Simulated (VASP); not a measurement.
# InSb (Pmmn) in VASP: further runs, part 2 of 2

VASP 6.6.1. Earlier steps stand in the parts before.

## 3. Single point, PBE+D3(BJ) (volume scaled by 0.98)

INCAR reads:

```
SYSTEM = InSb
ALGO = Normal
EDIFF = 1E-6
ENCUT = 520
GGA = PE
ISIF = 2
ISMEAR = 0
IVDW = 12
LASPH = .True.
LCHARG = .True.
LELF = .True.
LREAL = .False.
LVHAR = .True.
LWAVE = .False.
NBANDS = 26
NELM = 80
PREC = Accurate
SIGMA = 0.05
```

KPOINTS reads:

```
k-points
0
Gamma
  4 4 8
  0 0 0
```

POSCAR reads:

```
InSb
1.0
    5.5651857223      0.0000000000      0.0000000000
    0.0000000000      5.5677700010      0.0000000000
    0.0000000000      0.0000000000      3.3754340798
In Sb
2 2
Direct
    0.0000000000      0.0000000000      0.0005784381
    0.5000000000      0.5000000000     -0.0005784381
    0.5000000000      0.0000000000      0.6546210633
    0.0000000000      0.5000000000      0.3453789367
```

Potentials or basis: VASP PAW PBE potentials, release 64 (In_d, Sb).

Run with:

```sh
$ cat potpaw_PBE.64/In_d/POTCAR potpaw_PBE.64/Sb/POTCAR > POTCAR
$ mpirun -np 1 vasp_std > vasp.out
```

OUTCAR:

```text
SYSTEM = InSb
   EDIFF = 1E-6
   ENCUT = 520
   GGA = PE
   ISIF = 2
   ISMEAR = 0
   IVDW = 12
   LASPH = .True.
   LREAL = .False.
   NELM = 80
   PREC = Accurate
 IVDW          = 12

 ion  position               nearest neighbor table
   1  0.000  0.000  0.001-   4 3.02   4 3.02   3 3.02   3 3.02   3 3.55   3 3.55   4 3.56   4 3.56
                             2 3.94   2 3.94   2 3.94   2 3.94
   2  0.500  0.500  0.999-   3 3.02   3 3.02   4 3.02   4 3.02   4 3.55   4 3.55   3 3.56   3 3.56
                             1 3.94   1 3.94   1 3.94   1 3.94
   3  0.500  0.000  0.655-   2 3.02   2 3.02   1 3.02   1 3.02   1 3.55   1 3.55   2 3.56   2 3.56

   4  0.000  0.500  0.345-   1 3.02   1 3.02   2 3.02   2 3.02   2 3.55   2 3.55   1 3.56   1 3.56

  LATTYP: Found a simple orthorhombic cell.
 ALAT       =     3.3754340798
 B/A-ratio  =     1.6487318640
 C/A-ratio  =     1.6494974778

  Lattice vectors:

 A1 = (   0.0000000000,   0.0000000000,   3.3754340798)
 A2 = (   5.5651857223,   0.0000000000,   0.0000000000)
 A3 = (   0.0000000000,   5.5677700010,   0.0000000000)

Analysis of symmetry for initial positions (statically):
=====================================================================
 Subroutine PRICEL returns:
 Original cell was already a primitive cell.

 Routine SETGRP: Setting up the symmetry group for a
 simple orthorhombic supercell.

 Subroutine GETGRP returns: Found  8 space group operations
 (whereof  4 operations were pure point group operations)
 out of a pool of  8 trial point group operations.

The static configuration has the point symmetry C_2v.
 The point group associated with its full space group is D_2h.

Analysis of symmetry for dynamics (positions and initial velocities):
=====================================================================
 Subroutine PRICEL returns:
 Original cell was already a primitive cell.

 Routine SETGRP: Setting up the symmetry group for a
 simple orthorhombic supercell.

 Subroutine GETGRP returns: Found  8 space group operations
 (whereof  4 operations were pure point group operations)
 out of a pool of  8 trial point group operations.

The dynamic configuration has the point symmetry C_2v.
 The point group associated with its full space group is D_2h.

 Subroutine INISYM returns: Found  8 space group operations
 (whereof  4 operations are pure point group operations),
 and found     1 'primitive' translations

----------------------------------------------------------------------------------------

                                     Primitive cell

  volume of cell :     104.5901

  direct lattice vectors                    reciprocal lattice vectors
     5.565185722  0.000000000  0.000000000     0.179688523  0.000000000  0.000000000
     0.000000000  5.567770001  0.000000000     0.000000000  0.179605120  0.000000000
     0.000000000  0.000000000  3.375434080     0.000000000  0.000000000  0.296258193

  length of vectors
     5.565185722  5.567770001  3.375434080     0.179688523  0.179605120  0.296258193

  position of ions in fractional coordinates (direct lattice)
     0.000000000  0.000000000  0.000578438
     0.500000000  0.500000000  0.999421562
     0.500000000  0.000000000  0.654621063
     0.000000000  0.500000000  0.345378937

[... 31 lines left out ...]
 Found     45 irreducible k-points:

 Following reciprocal coordinates:
            Coordinates               Weight
  0.000000  0.000000  0.000000      1.000000
  0.250000  0.000000  0.000000      2.000000
  0.500000  0.000000  0.000000      1.000000
  0.000000  0.250000  0.000000      2.000000
  0.250000  0.250000  0.000000      4.000000
  0.500000  0.250000  0.000000      2.000000
[... 16 lines left out ...]
  0.250000  0.250000  0.250000      8.000000
  0.500000  0.250000  0.250000      4.000000
 [... further k-points ...]
   k-points           NKPTS =     45   k-points in BZ     NKDIM =     45   number of bands    NBANDS=     26
   number of dos      NEDOS =    301   number of ions     NIONS =      4
   total plane-waves  NPLWV =  49392
   dimension x,y,z NGX =    42 NGY =   42 NGZ =   28
   dimension x,y,z NGXF=    84 NGYF=   84 NGZF=   56
   ions per type =               2   2
   NGX,Y,Z   is equivalent  to a cutoff of  12.55, 12.54, 13.79 a.u.
   NGXF,Y,Z  is equivalent  to a cutoff of  25.09, 25.08, 27.58 a.u.
 SYSTEM =  InSb
   PREC   = accura    normal or accurate (medium, high low for compatibility)
   ISTART =      0    job   : 0-new  1-cont  2-samecut
   ICHARG =      2    charge: 1-file 2-atom 10-const
   ISPIN  =      1    spin polarized calculation?
   LNONCOLLINEAR =      F non collinear calculations
   LSORBIT =      F    spin-orbit coupling
   LASPH  =      T    aspherical Exc in radial PAW
   ENCUT  =  520.0 eV  38.22 Ry    6.18 a.u.  10.35 10.35  6.28*2*pi/ulx,y,z
   NELM   =     80;   NELMIN=  2; NELMDL= -5     # of ELM steps
   EDIFF  = 0.1E-05   stopping-criterion for ELM
   LREAL  =      F    real-space projection
   EDIFFG = 0.1E-04   stopping-criterion for IOM
   NSW    =      0    number of steps for IOM
   IBRION =     -1    ionic relax: 0-MD 1-quasi-New 2-CG
   NFREE  =      0    steps in history (QN), initial steepest desc. (CG)
   ISIF   =      2    stress and relaxation
   ISYM   =      2    0-nonsym 1-usesym 2-fastsym
   POTIM  = 0.5000    time-step for ionic-motion
   TEBEG  =    0.0;   TEEND  =   0.0 temperature during run
   PSTRESS=    0.0 pullay stress
   NELECT =      36.0000    total number of electrons
   NUPDOWN=      -1.0000    fix difference up-down
   EMIN   =  10.00;   EMAX   =-10.00  energy-range for DOS
   EFERMI =   0.00;   METHOD = LEGACY
   ISMEAR =     0;   SIGMA  =   0.05  broadening in eV -4-tet -1-fermi 0-gaus
   EFERMI_NEDOS =   21; number of points for ismear=-14 and -15
   IALGO  =     38    algorithm
   IMIX   =      4    mixing-type and parameters
     AMIX     =   0.40;   BMIX     =  1.00
     AMIX_MAG =   1.60;   BMIX_MAG =  1.00
  volume/ion in A,a.u.               =      26.15       176.45
  Fermi-wavevector in a.u.,A,eV,Ry     =   1.147305  2.168092 17.909461  1.316308
  Thomas-Fermi vector in A             =   2.283985
   LORBIT       =      0    0 simple, 1 ext, 2 COOP (PROOUT), +10 PAW based schemes
   GGA     = PE    functional components
   LHFCALC =     F    Hartree Fock is set to
   AEXX    =    0.0000 exact exchange contribution
   IVDW    =    12    specifies the selected vdW correction
   LEPSILON=     F    determine dielectric tensor
   LRPA    =     F    only Hartree local field effects (RPA)
 non-spin polarized calculation
 Gauss-broadening in eV      SIGMA  =   0.05
  energy-cutoff  :      520.00
  volume of cell :      104.59
 maximum number of plane-waves:      2852
 NGX is ok and might be reduce to    42
   NGX = 21   NGY = 21   NGZ = 13

 number of electron      36.0000025 magnetization

 Free energy of the ion-electron system (eV)
  ---------------------------------------------------
  ext. energy  EPLUGINS =         0.00000000
  ---------------------------------------------------
  free energy    TOTEN  =       -13.28989960 eV

  energy without entropy =      -13.28734487  energy(sigma->0) =      -13.28862224

 E-fermi :   8.1345     XC(G=0): -10.2630

 val. band max:        8.1114473007   @ k =   0.0000   0.2500   0.3750
 cond. band min:       8.1730712268   @ k =   0.0000   0.0000   0.2500
 fundamental gap:      0.0616239262
 Fermi energy:         8.1344976365

 k-point     1 :       0.0000    0.0000    0.0000
  band No.  band energies     occupation
      1      -6.6858      2.00000
      2      -6.6839      2.00000
      3      -6.6344      2.00000
      4      -6.5491      2.00000
      5      -6.4923      2.00000
      6      -6.4589      2.00000
[... 685 lines left out ...]
     25      13.8390      0.00000
     26      13.8390      0.00000

 [... further k-points ...]

------------------------ aborting loop because EDIFF is reached ----------------------------------------

 Edisp (eV)   -1.73911

 E8    (eV) :    -0.8341

  FORCE on cell =-STRESS in cart. coord.  units (eV):
  Direction    XX          YY          ZZ          XY          YZ          ZX
  --------------------------------------------------------------------------------------
  -------------------------------------------------------------------------------------
  Total       0.68649     0.67536     0.73194     0.00000     0.00000     0.00000
  in kB      10.51616    10.34554    11.21226     0.00000     0.00000     0.00000
  external pressure =       10.69 kB  Pullay stress =        0.00 kB

 VOLUME and BASIS-vectors are now :
 -----------------------------------------------------------------------------
  energy-cutoff  :      520.00
  volume of cell :      104.59
      direct lattice vectors                 reciprocal lattice vectors
     5.565185722  0.000000000  0.000000000     0.179688523  0.000000000  0.000000000
     0.000000000  5.567770001  0.000000000     0.000000000  0.179605120  0.000000000
     0.000000000  0.000000000  3.375434080     0.000000000  0.000000000  0.296258193

 POSITION                                       TOTAL-FORCE (eV/Angst)
 -----------------------------------------------------------------------------------
      0.00000      0.00000      0.00195         0.000000      0.000000     -0.000222
      2.78259      2.78389      3.37348         0.000000      0.000000      0.000222
      2.78259      0.00000      2.20963         0.000000      0.000000     -0.002228
      0.00000      2.78389      1.16580         0.000000      0.000000      0.002228
 -----------------------------------------------------------------------------------
    total drift:                                0.000000     -0.000000      0.000000

  FREE ENERGIE OF THE ION-ELECTRON SYSTEM (eV)
  ---------------------------------------------------
  free  energy   TOTEN  =       -15.0290052342 eV

  energy  without entropy=      -15.0264504975  energy(sigma->0) =      -15.02772787
```

stdout:

```text
POSCAR found type information on POSCAR InSb
 POSCAR found :  2 types and       4 ions
 scaLAPACK will be used
 LDA part: xc-table for (Slater+PW92), standard interpolation
 POSCAR, INCAR and KPOINTS ok, starting setup
 FFT: planning ... GRIDC
 FFT: planning ... GRID_SOFT
 FFT: planning ... GRID
 WAVECAR not read
 entering main loop
```

It took 51 s on 1 thread of Intel Xeon 6975P-C (Granite Rapids), shared host; peak memory 0.28 GiB.

Results:

```yaml
Free_energy: -15.0290 eV
Pressure: 1.1 GPa
Band_gap_on_the_k_mesh: zero (band 18 reaches 10.18 eV, above the bottom of band 19 at 6.60 eV)
Dispersion_energy_per_atom: -0.435 eV
```

Forces on the atoms (eV/Å):
```
In   0.000  0.000  0.000
In   0.000  0.000  0.000
Sb   0.000  0.000 -0.002
Sb   0.000  0.000  0.002
```

Caveat: the cell differs from its parent crystal (volume scaled by 0.98); spin-orbit coupling is left out, which moves the levels of the heavy elements; pairwise dispersion overbinds metals, which lowers pressure and volume.

## 4. Relaxation of shape and atoms at fixed volume, PBE+D3(BJ)

This run uses another cell than the first one, of 23.43 Å³/atom, 0.910 times its volume.

INCAR reads:

```
PREC = Accurate
ENCUT = 600
EDIFF = 1E-6
ISMEAR = 0
SIGMA = 0.05
LREAL = F
LASPH = T
NELM = 60
ALGO = Normal
ISIF = 4
LWAVE = F
LCHARG = F
GGA = PE
IVDW = 12
IBRION = 2
NSW = 60
EDIFFG = -0.02
```

KPOINTS reads:

```
regular mesh
0
Gamma
  4 4 8
```

POSCAR reads:

```
InSb
1.0
    5.3499110247      0.0000000000      0.0000000000
    0.0000000000      5.3580698208      0.0000000000
    0.0000000000      0.0000000000      3.2696548584
In Sb
2 2
Direct
    0.0000000000      0.0000000000      0.0015601293
    0.5000000000      0.5000000000     -0.0015601293
    0.5000000000      0.0000000000      0.6276091923
    0.0000000000      0.5000000000      0.3723908077
```

Potentials or basis: VASP PAW PBE potentials, release 64 (In_d, Sb).

Run with:

```sh
$ cat potpaw_PBE.64/In_d/POTCAR potpaw_PBE.64/Sb/POTCAR > POTCAR
$ mpirun -np 1 vasp_std > vasp.out
```

OUTCAR:

```text
PREC = Accurate
   ENCUT = 600
   EDIFF = 1E-6
   ISMEAR = 0
   LREAL = F
   LASPH = T
   NELM = 60
   ISIF = 4
   GGA = PE
   IVDW = 12
   IBRION = 2
   NSW = 60
   EDIFFG = -0.02
 IVDW          = 12

 ion  position               nearest neighbor table
   1  0.000  0.000  0.002-   4 2.94   4 2.94   3 2.94   3 2.94   3 3.37   3 3.37   4 3.38   4 3.38
                             2 3.79   2 3.79   2 3.79   2 3.79
   2  0.500  0.500  0.998-   3 2.94   3 2.94   4 2.94   4 2.94   4 3.37   4 3.37   3 3.38   3 3.38
                             1 3.79   1 3.79   1 3.79   1 3.79
   3  0.500  0.000  0.628-   2 2.94   2 2.94   1 2.94   1 2.94   1 3.37   1 3.37   2 3.38   2 3.38

   4  0.000  0.500  0.372-   1 2.94   1 2.94   2 2.94   2 2.94   2 3.37   2 3.37   1 3.38   1 3.38

  LATTYP: Found a simple orthorhombic cell.
 ALAT       =     3.2696548584
 B/A-ratio  =     1.6362311181
 C/A-ratio  =     1.6387264261

  Lattice vectors:

 A1 = (   0.0000000000,   0.0000000000,   3.2696548584)
 A2 = (   5.3499110247,   0.0000000000,   0.0000000000)
 A3 = (   0.0000000000,   5.3580698208,   0.0000000000)

Analysis of symmetry for initial positions (statically):
=====================================================================
 Subroutine PRICEL returns:
 Original cell was already a primitive cell.

 Routine SETGRP: Setting up the symmetry group for a
 simple orthorhombic supercell.

 Subroutine GETGRP returns: Found  8 space group operations
 (whereof  4 operations were pure point group operations)
 out of a pool of  8 trial point group operations.

The static configuration has the point symmetry C_2v.
 The point group associated with its full space group is D_2h.

Analysis of symmetry for dynamics (positions and initial velocities):
=====================================================================
 Subroutine PRICEL returns:
 Original cell was already a primitive cell.

 Routine SETGRP: Setting up the symmetry group for a
 simple orthorhombic supercell.

 Subroutine GETGRP returns: Found  8 space group operations
 (whereof  4 operations were pure point group operations)
 out of a pool of  8 trial point group operations.

[... 130 lines left out ...]
   GGA     = PE    functional components
   LHFCALC =     F    Hartree Fock is set to
   AEXX    =    0.0000 exact exchange contribution
   IVDW    =    12    specifies the selected vdW correction
   LEPSILON=     F    determine dielectric tensor
   LRPA    =     F    only Hartree local field effects (RPA)
 conjugate gradient relaxation of ions
 non-spin polarized calculation
 Gauss-broadening in eV      SIGMA  =   0.05
  energy-cutoff  :      600.00
  volume of cell :       93.73
 maximum number of plane-waves:      3157
 NGX is ok and might be reduce to    48
   NGX = 21   NGY = 21   NGZ = 13

 number of electron      36.0000007 magnetization

 Free energy of the ion-electron system (eV)
  ---------------------------------------------------
  ext. energy  EPLUGINS =         0.00000000
  ---------------------------------------------------
  free energy    TOTEN  =       -12.77314442 eV

  energy without entropy =      -12.77039185  energy(sigma->0) =      -12.77176813

 E-fermi :   9.6788     XC(G=0): -10.7881

 val. band max:        9.6725768231   @ k =   0.5000   0.0000   0.3750
 cond. band min:       9.6881929360   @ k =   0.0000   0.5000   0.3750
 fundamental gap:      0.0156161129
 Fermi energy:         9.6787716651

 k-point     1 :       0.0000    0.0000    0.0000
  band No.  band energies     occupation
      1      -5.4358      2.00000
      2      -5.3949      2.00000
      3      -5.3262      2.00000
      4      -5.2430      2.00000
      5      -5.1490      2.00000
      6      -5.1051      2.00000
[... 589 lines left out ...]
     21      12.3231      0.00000
     22      12.3231      0.00000

 [... further k-points ...]

------------------------ aborting loop because EDIFF is reached ----------------------------------------

 Edisp (eV)   -1.94079

 E8    (eV) :    -0.9291

  FORCE on cell =-STRESS in cart. coord.  units (eV):
  Direction    XX          YY          ZZ          XY          YZ          ZX
  --------------------------------------------------------------------------------------
  -------------------------------------------------------------------------------------
  Total       5.20899     5.20433     5.19062     0.00000     0.00000     0.00000
  in kB      89.04452    88.96492    88.73050     0.00000     0.00000     0.00000
  external pressure =       88.91 kB  Pullay stress =        0.00 kB

 VOLUME and BASIS-vectors are now :
 -----------------------------------------------------------------------------
  energy-cutoff  :      600.00
  volume of cell :       93.73
      direct lattice vectors                 reciprocal lattice vectors
     5.349911025  0.000000000  0.000000000     0.186918996  0.000000000  0.000000000
     0.000000000  5.358069821  0.000000000     0.000000000  0.186634373  0.000000000
     0.000000000  0.000000000  3.269654858     0.000000000  0.000000000  0.305842679

 POSITION                                       TOTAL-FORCE (eV/Angst)
 -----------------------------------------------------------------------------------
      0.00000      0.00000      0.00510         0.000000      0.000000      0.000139
      2.67496      2.67903      3.26455         0.000000      0.000000     -0.000139
      2.67496      0.00000      2.05207         0.000000      0.000000      0.015121
      0.00000      2.67903      1.21759         0.000000      0.000000     -0.015121
 -----------------------------------------------------------------------------------
    total drift:                                0.000000      0.000000      0.000000

  FREE ENERGIE OF THE ION-ELECTRON SYSTEM (eV)
  ---------------------------------------------------
  free  energy   TOTEN  =       -14.7139321631 eV

  energy  without entropy=      -14.7111795955  energy(sigma->0) =      -14.71255588

 reached required accuracy - stopping structural energy minimisation
```

Wall time 42 s (1 thread of Intel Xeon 6975P-C (Granite Rapids), shared host); peak memory 0.32 GiB.

What came out:

```
Free energy                  : -14.7139 eV
Pressure after relaxing      : 8.9 GPa
Largest force after relaxing : 0.015 eV/Å
Band gap on the k mesh       : zero (band 18 reaches 11.98 eV, above the bottom of band 19 at 7.87 eV)
Dispersion energy per atom   : -0.485 eV
```

Forces on the atoms (eV/Å):
```
In   0.000  0.000  0.000
In   0.000  0.000  0.000
Sb   0.000  0.000  0.015
Sb   0.000  0.000 -0.015
```

Final structure:
```
In Sb
1.0
     5.34991    0.00000    0.00000
     0.00000    5.35807    0.00000
     0.00000    0.00000    3.26965
In Sb
2 2
Cartesian
  0.0000 0.0000 0.0051
  2.6750 2.6790 3.2646
  2.6750 0.0000 2.0521
  0.0000 2.6790 1.2176
```

Caveat: the relaxation stopped at its first step, so nothing moved; spin-orbit coupling is left out, which moves the levels of the heavy elements; pairwise dispersion overbinds metals, which lowers pressure and volume.

## 5. Summary

```tsv
task	cell	cutoff (eV)	gap on the mesh (eV)	pressure (GPa)	largest force (eV/Å)
single point	a = 5.538, b = 5.540, c = 3.358 Å, 4 atoms	520	none	2.0	0.03
single point	a = 5.565, b = 5.568, c = 3.375 Å, 4 atoms	520	none	1.1	-
relaxation of shape and atoms at fixed volume	relaxed from a = 5.350, b = 5.358, c = 3.270 Å, 4 atoms	600	none	8.9	0.02
```

Alike in all rows: level PBE+D3(BJ); potentials or basis VASP PAW PBE potentials, release 64 (In_d, Sb); no spin polarisation; k mesh 4 × 4 × 8; smearing gaussian 0.05 eV.

Caveats: spin-orbit coupling is left out, which moves the levels of the heavy elements; pairwise dispersion overbinds metals, which lowers pressure and volume; three body term missing (some runs); the relaxation stopped at its first step, so nothing moved (some runs).

Total energies depend on the potentials used, so only differences within one code and one set of settings carry meaning.
